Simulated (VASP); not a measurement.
A run of VASP 6.6.1 is set up as follows.

The input INCAR:

```
PREC = Accurate ; ENCUT = 520
EDIFF = 1E-6 ; ISMEAR = 0
SIGMA = 0.01 ; LREAL = F
LASPH = T ; NELM = 80
ALGO = Normal ; ISIF = 2
LWAVE = F ; LCHARG = T
LELF = T ; LVHAR = T
NBANDS = 16
```

File KPOINTS:

```
Automatic mesh
0
Gamma
  8 8 8
```

POSCAR

```
GaAs
1.0
    2.8154542466      2.8154542466      0.0000000000
   -2.8154542466      2.8154542466      0.0000000000
    0.0000000000      2.8154542466      2.7930426705
Ga As
1 1
Direct
    0.0000000000      0.0000000000      0.0000000000
    0.7500000000      0.2500000000      0.5000000000
```

Potentials or basis: VASP PAW LDA potentials, release 64 (Ga_d, As).

The run is started by

```bash
$ cat potpaw_LDA.64/Ga_d/POTCAR potpaw_LDA.64/As/POTCAR > POTCAR
$ mpirun -np 1 vasp_std > vasp.out
```

What does it give for the band gap on the k mesh?

0.45 eV, direct.

What does it give for the pressure?

-0.2 GPa.

Stress tensor (GPa, compression positive):
```
-0.38  0.00  0.00
 0.00 -0.38  0.00
 0.00  0.00  0.12
```

Caveat: the cell differs from its parent crystal (in-plane strain +0.005). A k mesh can miss the band edges.
